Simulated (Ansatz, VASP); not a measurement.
## One calculation of GaN, two programs

Contents of INCAR:

```
SYSTEM = GaN
PREC = Accurate ; ENCUT = 520
EDIFF = 1E-6 ; ISMEAR = 0
SIGMA = 0.05 ; LREAL = .False.
LASPH = .True. ; NELM = 80
ALGO = Normal ; ISIF = 2
LWAVE = .False. ; LCHARG = .False.
GGA = B5 ; ALDAX = 1.0
AGGAX = 1.0 ; AGGAC = 1.0
ALDAC = 0.0 ; NBANDS = 16
```

File KPOINTS:

```
Automatic mesh
0
Gamma
  10 10 10
  0 0 0
```

File POSCAR:

```
GaN
1.0
    0.0000000000      2.0692100263      2.0692100263
    2.0692100263      0.0000000000      2.0692100263
    2.0692100263      2.0692100263      0.0000000000
Ga N
1 1
Direct
    0.5000000000      0.5000000000      0.5000000000
    0.0000000000      0.0000000000      0.0000000000
```

Input for Ansatz:

```yaml
crystal:
  lattice:
    - [0.0, 2.0692100263, 2.0692100263]
    - [2.0692100263, 0.0, 2.0692100263]
    - [2.0692100263, 2.0692100263, 0.0]
  atoms:
    - { symbol: Ga, position: [0.5, 0.5, 0.5] }
    - { symbol: "N", position: [0.0, 0.0, 0.0] }
basis:
  ecutwfc: 420
  ecutrho_ratio: 4
kpoints:
  mp_grid: { grid: [10, 10, 10] }
hamiltonian:
  xc: blyp
scf:
  occupations: { method: gaussian, width: 0.05 }
output:
  forces: true
  stress: true
  eigenvalues: true
```

Alike in both runs: task single point; functional BLYP; k mesh 10 × 10 × 10; occupations gaussian, width 0.05 eV; no spin polarisation.

```csv
,VASP,Ansatz
version,VASP 6.6.1,Ansatz 0.2.0
potentials or method,"VASP PAW PBE potentials, release 64 (Ga_d, N), cutoff 520 eV","scalar-relativistic, plane waves, PAW"
valence electrons in the cell,18,18
```

Ansatz gave:

| Property | Result |
| --- | --- |
| gap on the k mesh at the Fermi level (eV) | 0.94 |
| least direct gap on the mesh (eV) | 3.63 |

Question: Which values does VASP return?

Answer: gap on the k mesh at the Fermi level (eV): 0.96; least direct gap on the mesh (eV): 3.65.

VASP's potentials were made for PBE, not for BLYP.
